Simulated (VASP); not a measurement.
MoH3:

```
H Mo
1.0
     3.52945    0.00000    0.00000
     0.00000    3.52945    0.00000
     0.00000    0.00000    3.52945
H Mo
3 1
Direct
  0.00000 0.50000 0.50000
  0.50000 0.00000 0.50000
  0.50000 0.50000 0.00000
  0.00000 0.00000 0.00000
```

```yaml
Program: VASP 6.6.1
Task: relaxation of cell and atoms
Functional: PBE
Potentials_or_basis: VASP PAW PBE potentials, release 64 (H, Mo_sv)
Cutoff: 600 eV
k_mesh: 6 × 6 × 6
Occupations: gaussian, width 0.1 eV
Spin: no spin polarisation
```

At the start: pressure -34.7 GPa; volume 10.99 Å³/atom.

Question: Where does the relaxation end?

Answer: Over 5 steps the energy falls by 860.9 meV/atom and the volume is 6.15 Å³/atom (-44.0 %); space group Pm-3m (No. 221, to 0.05 Å).

The path:
```
step  energy change (eV)  largest force (eV/Å)  pressure (GPa)  volume (Å³)
   1              0.0000                0.0000          -34.70        43.97
   2             -2.8394                0.0000          -27.37        30.49
   3             -3.4207                0.0000           -7.16        25.58
   4             -3.4415                0.0000            2.37        24.30
   5             -3.4436                0.0000           -0.25        24.62
```

Final structure:
```cif
data_structure
_symmetry_space_group_name_H-M 'P 1'
_symmetry_Int_Tables_number 1
_cell_length_a 2.9089
_cell_length_b 2.9089
_cell_length_c 2.9089
_cell_angle_alpha 90.000
_cell_angle_beta 90.000
_cell_angle_gamma 90.000
_cell_volume 24.62
loop_
_atom_site_label
_atom_site_type_symbol
_atom_site_fract_x
_atom_site_fract_y
_atom_site_fract_z
_atom_site_occupancy
H1 H 0.00000 0.50000 0.50000 1
H2 H 0.50000 0.00000 0.50000 1
H3 H 0.50000 0.50000 0.00000 1
Mo1 Mo 0.00000 0.00000 0.00000 1
```

Caveat: the volume moved by over 15 % at a fixed basis, so the end points are rough.
